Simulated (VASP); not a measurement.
# Sb (C2/c) in VASP: single point with revPBE

Aim: the single point of Sb with revPBE.

Program: VASP 6.6.1. These are calculated values, not measurements. Logs are shortened: lines on timing, memory, paths and dates and some standing lists are left out, and cuts for length are marked.

## 1. The cell of the first run

The typed cell holds 2 atoms: a = 4.587 Å, b = 4.587 Å, c = 4.610 Å, α = 97.10°, β = 97.10°, γ = 138.66°.

## 2. Single point, revPBE

INCAR

```
SYSTEM = Sb
  PREC = Accurate
  ENCUT = 520
  EDIFF = 1E-6
  ISMEAR = -1
  SIGMA = 0.1
  LREAL = .FALSE.
  LASPH = .TRUE.
  NELM = 80
  ALGO = Normal
  ISIF = 2
  LWAVE = .FALSE.
  LCHARG = .FALSE.
  GGA = RE
  ISYM = 0
  NBANDS = 12
```

KPOINTS

```
Automatic mesh
0
G
  11 11 8
  0 0 0
```

POSCAR

```
Sb
1.0
   -3.0340248280      3.0354714252      1.6190500682
    3.0354714252     -3.0340248280      1.6190500682
    3.0528968496      3.0528968496     -1.6164006227
Sb
2
Direct
    0.9999841705      0.0000158295      1.0000000000
    0.7500158295      0.2499841705      0.5000000000
```

Potentials or basis: VASP PAW PBE potentials, release 64 (Sb).

Run with:

```
$ cat potpaw_PBE.64/Sb/POTCAR > POTCAR
$ mpirun -np 1 vasp_std > vasp.out
```

OUTCAR:

```text
SYSTEM = Sb
   PREC = Accurate
   ENCUT = 520
   EDIFF = 1E-6
   ISMEAR = -1
   LREAL = .FALSE.
   LASPH = .TRUE.
   NELM = 80
   ISIF = 2
   GGA = RE
   ISYM = 0

 ion  position               nearest neighbor table
   1  1.000  0.000  0.000-   2 3.15   2 3.15   2 3.15   2 3.15
   2  0.750  0.250  0.500-   1 3.15   1 3.15   1 3.15   1 3.15

IMPORTANT INFORMATION: All symmetrisations will be switched off!
NOSYMM: (Re-)initialisation of all symmetry stuff for point group C_1.

----------------------------------------------------------------------------------------

                                     Primitive cell

  volume of cell :      60.0147

  direct lattice vectors                    reciprocal lattice vectors
    -3.034024828  3.035471425  1.619050068    -0.000643063  0.164115256  0.308750032
     3.035471425 -3.034024828  1.619050068     0.164115256 -0.000643063  0.308750032
     3.052896850  3.052896850 -1.616400623     0.163740141  0.163740141 -0.000146299

  length of vectors
     4.587016084  4.587016084  4.610109470     0.349658138  0.349658138  0.231563574

  position of ions in fractional coordinates (direct lattice)
     0.999984170  0.000015830  0.000000000
     0.750015830  0.249984170  0.500000000

  ion indices of the primitive-cell ions
   primitive index   ion index
                 1           1
                 2           2

----------------------------------------------------------------------------------------

 KPOINTS: Automatic mesh

Automatic generation of k-mesh.
 Grid dimensions read from file:
 generate k-points for:   11   11    8

 Generating k-lattice:

  Cartesian coordinates                     Fractional coordinates (reciprocal lattice)
    -0.000058460  0.014919569  0.028068185     0.090909091  0.000000000  0.000000000
     0.014919569 -0.000058460  0.028068185     0.000000000  0.090909091  0.000000000
     0.020467518  0.020467518 -0.000018287     0.000000000  0.000000000  0.125000000

  Length of vectors
     0.031787103  0.031787103  0.028945447

  Shift w.r.t. Gamma in fractional coordinates (k-lattice)
     0.000000000  0.000000000  0.000000000

 Subroutine IBZKPT returns following result:
 ===========================================

 Found    485 irreducible k-points:

 Following reciprocal coordinates:
            Coordinates               Weight
  0.000000  0.000000  0.000000      1.000000
  0.090909  0.000000  0.000000      2.000000
  0.000000 -0.090909 -0.000000      2.000000
  0.181818  0.000000  0.000000      2.000000
 -0.000000 -0.181818 -0.000000      2.000000
  0.272727  0.000000  0.000000      2.000000
[... 16 lines left out ...]
 -0.363636  0.090909 -0.000000      2.000000
 -0.090909  0.363636  0.000000      2.000000
 [... further k-points ...]
   k-points           NKPTS =    485   k-points in BZ     NKDIM =    485   number of bands    NBANDS=     12
   number of dos      NEDOS =    301   number of ions     NIONS =      2
   total plane-waves  NPLWV =  46656
   dimension x,y,z NGX =    36 NGY =   36 NGZ =   36
   dimension x,y,z NGXF=    72 NGYF=   72 NGZF=   72
   ions per type =               2
   NGX,Y,Z   is equivalent  to a cutoff of  13.05, 13.05, 12.98 a.u.
   NGXF,Y,Z  is equivalent  to a cutoff of  26.09, 26.09, 25.96 a.u.
 SYSTEM =  Sb
   PREC   = accura    normal or accurate (medium, high low for compatibility)
   ISTART =      0    job   : 0-new  1-cont  2-samecut
   ICHARG =      2    charge: 1-file 2-atom 10-const
   ISPIN  =      1    spin polarized calculation?
   LNONCOLLINEAR =      F non collinear calculations
   LSORBIT =      F    spin-orbit coupling
   LASPH  =      T    aspherical Exc in radial PAW
   ENCUT  =  520.0 eV  38.22 Ry    6.18 a.u.   8.53  8.53  8.57*2*pi/ulx,y,z
   NELM   =     80;   NELMIN=  2; NELMDL= -5     # of ELM steps
   EDIFF  = 0.1E-05   stopping-criterion for ELM
   LREAL  =      F    real-space projection
   EDIFFG = 0.1E-04   stopping-criterion for IOM
   NSW    =      0    number of steps for IOM
   IBRION =     -1    ionic relax: 0-MD 1-quasi-New 2-CG
   NFREE  =      0    steps in history (QN), initial steepest desc. (CG)
   ISIF   =      2    stress and relaxation
   ISYM   =      0    0-nonsym 1-usesym 2-fastsym
   POTIM  = 0.5000    time-step for ionic-motion
   TEBEG  =    0.0;   TEEND  =   0.0 temperature during run
   PSTRESS=    0.0 pullay stress
   NELECT =      10.0000    total number of electrons
   NUPDOWN=      -1.0000    fix difference up-down
   EMIN   =  10.00;   EMAX   =-10.00  energy-range for DOS
   EFERMI =   0.00;   METHOD = LEGACY
   ISMEAR =    -1;   SIGMA  =   0.10  broadening in eV -4-tet -1-fermi 0-gaus
   EFERMI_NEDOS =   21; number of points for ismear=-14 and -15
   IALGO  =     38    algorithm
   IMIX   =      4    mixing-type and parameters
     AMIX     =   0.40;   BMIX     =  1.00
     AMIX_MAG =   1.60;   BMIX_MAG =  1.00
  volume/ion in A,a.u.               =      30.01       202.50
  Fermi-wavevector in a.u.,A,eV,Ry     =   0.900856  1.702372 11.041703  0.811542
  Thomas-Fermi vector in A             =   2.023866
   LORBIT       =      0    0 simple, 1 ext, 2 COOP (PROOUT), +10 PAW based schemes
   GGA     = RE    functional components
   LHFCALC =     F    Hartree Fock is set to
   AEXX    =    0.0000 exact exchange contribution
   IVDW    =     0    specifies the selected vdW correction
   LEPSILON=     F    determine dielectric tensor
   LRPA    =     F    only Hartree local field effects (RPA)
 non-spin polarized calculation
  energy-cutoff  :      520.00
  volume of cell :       60.01
 maximum number of plane-waves:      1641
 NGX is ok and might be reduce to    36
   NGX = 17   NGY = 17   NGZ = 17

 number of electron      10.0000000 magnetization

 Free energy of the ion-electron system (eV)
  ---------------------------------------------------
  ext. energy  EPLUGINS =         0.00000000
  ---------------------------------------------------
  free energy    TOTEN  =        -7.42098095 eV

  energy without entropy =       -7.38661156  energy(sigma->0) =       -7.40379625

 E-fermi :   7.1971     XC(G=0):  -9.6225

 val. band max:        7.1801921164   @ k =   0.4545   0.4545   0.0000
 cond. band min:       7.2039795443   @ k =   0.0909   0.0909   0.2500
 fundamental gap:      0.0237874279
 Fermi energy:         7.1971351845

 k-point     1 :       0.0000    0.0000    0.0000
  band No.  band energies     occupation
      1      -5.0579      2.00000
      2       0.2012      2.00000
      3       3.8876      2.00000
      4       3.9602      2.00000
      5       9.5260      0.00000
      6      10.6765      0.00000
      7      10.7062      0.00000
      8      11.3994      0.00000
      9      11.5137      0.00000
     10      14.7459      0.00000
     11      15.4369      0.00000
     12      16.0895      0.00000

 k-point     2 :       0.0909    0.0000    0.0000
  band No.  band energies     occupation
      1      -4.9137      2.00000
      2       0.1740      2.00000
      3       3.9492      2.00000
      4       4.2217      2.00000
      5       9.7629      0.00000
      6      10.0135      0.00000
      7      10.4152      0.00000
      8      10.6323      0.00000
      9      10.7140      0.00000
     10      14.8201      0.00000
     11      15.4803      0.00000
     12      15.6067      0.00000

 k-point     3 :       0.0000   -0.0909   -0.0000
  band No.  band energies     occupation
      1      -4.9137      2.00000
      2       0.1740      2.00000
      3       3.9492      2.00000
      4       4.2217      2.00000
      5       9.7629      0.00000
      6      10.0135      0.00000
      7      10.4152      0.00000
      8      10.6323      0.00000
      9      10.7140      0.00000
     10      14.8201      0.00000
     11      15.4803      0.00000
     12      15.6067      0.00000

 k-point     4 :       0.1818    0.0000    0.0000
  band No.  band energies     occupation
      1      -4.4853      2.00000
      2       0.1487      2.00000
      3       4.0549      2.00000
      4       4.9981      2.00000
      5       8.0043      0.00062
      6       8.5828      0.00000
      7       9.8050      0.00000
      8      10.3277      0.00000
      9      10.7369      0.00000
     10      13.9277      0.00000
     11      14.3064      0.00000
     12      15.5117      0.00000

 k-point     5 :      -0.0000   -0.1818   -0.0000
  band No.  band energies     occupation
      1      -4.4853      2.00000
      2       0.1487      2.00000
      3       4.0549      2.00000
      4       4.9981      2.00000
      5       8.0043      0.00062
      6       8.5828      0.00000
      7       9.8050      0.00000
      8      10.3277      0.00000
      9      10.7369      0.00000
     10      13.9277      0.00000
     11      14.3064      0.00000
     12      15.5117      0.00000
[... 228 lines left out ...]
      1      -2.6107      2.00000
      2      -0.1892      2.00000
      3       3.6243      2.00000
      4       4.5461      2.00000
      5       5.2850      2.00000
      6       7.7236      0.01029
      7       8.6784      0.00000
      8       9.3679      0.00000
      9      13.0233      0.00000
     10      13.7605      0.00000
     11      14.6643      0.00000
     12      15.8266      0.00000

 k-point    22 :      -0.0909    0.4545   -0.0000
  band No.  band energies     occupation
      1      -2.6107      2.00000
      2      -0.1892      2.00000
      3       3.6243      2.00000
      4       4.5461      2.00000
      5       5.2850      2.00000
      6       7.7236      0.01029
      7       8.6784      0.00000
      8       9.3679      0.00000
      9      13.0233      0.00000
     10      13.7605      0.00000
     11      14.6643      0.00000
     12      15.8266      0.00000

 k-point    23 :      -0.3636    0.0909   -0.0000
  band No.  band energies     occupation
      1      -3.5511      2.00000
      2      -0.2931      2.00000
      3       4.1038      2.00000
      4       5.4531      2.00000
      5       6.3400      1.99962
      6       7.5122      0.08211
      7       8.3570      0.00002
      8      10.1159      0.00000
      9      12.3851      0.00000
     10      13.5813      0.00000
     11      13.8956      0.00000
     12      16.8358      0.00000

 k-point    24 :      -0.0909    0.3636    0.0000
  band No.  band energies     occupation
      1      -3.5511      2.00000
      2      -0.2931      2.00000
      3       4.1038      2.00000
      4       5.4531      2.00000
      5       6.3400      1.99962
      6       7.5122      0.08211
      7       8.3570      0.00002
      8      10.1159      0.00000
      9      12.3851      0.00000
     10      13.5813      0.00000
     11      13.8956      0.00000
     12      16.8358      0.00000

 [... further k-points ...]

------------------------ aborting loop because EDIFF is reached ----------------------------------------

  FORCE on cell =-STRESS in cart. coord.  units (eV):
  Direction    XX          YY          ZZ          XY          YZ          ZX
  --------------------------------------------------------------------------------------
  -------------------------------------------------------------------------------------
  Total       -0.0283121     -0.0283123     -0.0432776      0.0073750      0.0025387      0.0025387
  in kB       -0.7558313     -0.7558361     -1.1553576      0.1968869      0.0677754      0.0677733
  external PRESSURE =      -0.8890083 kB  Pullay stress =       0.0000000 kB

 VOLUME and BASIS-vectors are now :
 -----------------------------------------------------------------------------
  energy-cutoff  :      520.00
  volume of cell :       60.01
      direct lattice vectors                 reciprocal lattice vectors
    -3.034024828  3.035471425  1.619050068    -0.000643063  0.164115256  0.308750032
     3.035471425 -3.034024828  1.619050068     0.164115256 -0.000643063  0.308750032
     3.052896850  3.052896850 -1.616400623     0.163740141  0.163740141 -0.000146299

 POSITION                                       TOTAL-FORCE (eV/Angst)
 -----------------------------------------------------------------------------------
     -3.03393      3.03538      1.61905         0.000863     -0.000863     -0.000000
      0.00970      3.04464      0.81085        -0.000863      0.000863      0.000000
 -----------------------------------------------------------------------------------
    total drift:                                0.000000     -0.000000      0.000000

  FREE ENERGIE OF THE ION-ELECTRON SYSTEM (eV)
  ---------------------------------------------------
  free  energy   TOTEN  =        -7.4209809482 eV

  energy  without entropy=       -7.3866115573  energy(sigma->0) =       -7.40379625
```

It took 4.2 min on 1 thread of Intel Xeon 8259CL, shared host; peak memory 0.43 GiB.

Results:

```
Free energy            : -7.4210 eV
Pressure               : -0.1 GPa
Band gap on the k mesh : zero (bands 5 and 6 overlap by 5.37 eV)
```

Caveat: the PAW data sets were made with another functional, which shifts forces and pressure a little; spin-orbit coupling is left out, which moves the levels of the heavy elements.
